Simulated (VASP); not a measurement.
Here is a VASP 6.6.1 calculation.

The input INCAR:

```
SYSTEM = BN
PREC = Accurate
ENCUT = 520
EDIFF = 1E-7
ISMEAR = 0
SIGMA = 0.02
LREAL = .False.
LASPH = .True.
NELM = 100
ALGO = Normal
ISIF = 2
LWAVE = .False.
LCHARG = .False.
LDIPOL = .True.
IDIPOL = 3
DIPOL = 0.5 0.5 0.500
GGA = PE
IVDW = 12
NBANDS = 11
```

Contents of KPOINTS:

```
regular mesh
0
Gamma
  12 12 1
  0 0 0
```

POSCAR

```
BN
1.0
    2.3830000000      0.0000000000      0.0000000000
   -1.1915000000      2.0637385372      0.0000000000
    0.0000000000      0.0000000000     26.0000000000
B N
1 1
Direct
    0.0000000000      0.0000000000      0.5000000000
    0.6666666667      0.3333333333      0.5000000000
```

Potentials or basis: VASP PAW PBE potentials, release 64 (B, N).

Launch:

```sh
$ cat potpaw_PBE.64/B/POTCAR potpaw_PBE.64/N/POTCAR > POTCAR
$ mpirun -np 1 vasp_std > vasp.out
```

Question: What does it give for the band gap on the k mesh?

Answer: 4.49 eV (least direct gap 5.06 eV).

Question: What does it give for the dispersion energy per atom?

Answer: -0.085 eV.
